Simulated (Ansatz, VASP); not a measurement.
**PIr2 in VASP and in Ansatz**

```xyz
3
Lattice="0.0000 2.8218 2.8218 2.8218 0.0000 2.8218 2.8218 2.8218 0.0000" Properties=species:S:1:pos:R:3 pbc="T T T"
P     0.0000    0.0000    0.0000
Ir    1.4109    1.4109    1.4109
Ir    4.2327    4.2327    4.2327
```

Change from the starting cell: volume scaled by 1.06.

Alike in both runs: task single point; functional LDA; k mesh 11 × 11 × 11; occupations fermi-dirac, width 0.05 eV; no spin polarisation.

|  | VASP | Ansatz |
| --- | --- | --- |
| version | VASP 6.6.1 | Ansatz 0.2.0 |
| potentials or method | VASP PAW LDA potentials, release 64 (P, Ir), cutoff 520 eV | all-electron LAPW, scalar-relativistic |

```csv
,VASP,Ansatz,Ansatz less VASP
pressure (GPa),-18.1,-19.6,-1.40
```

LDA's correlation is that of Perdew and Zunger in VASP and of Perdew and Wang (1992) in Ansatz. Ansatz ran all-electron here, and VASP with PAW potentials.

Spin-orbit coupling is off throughout.
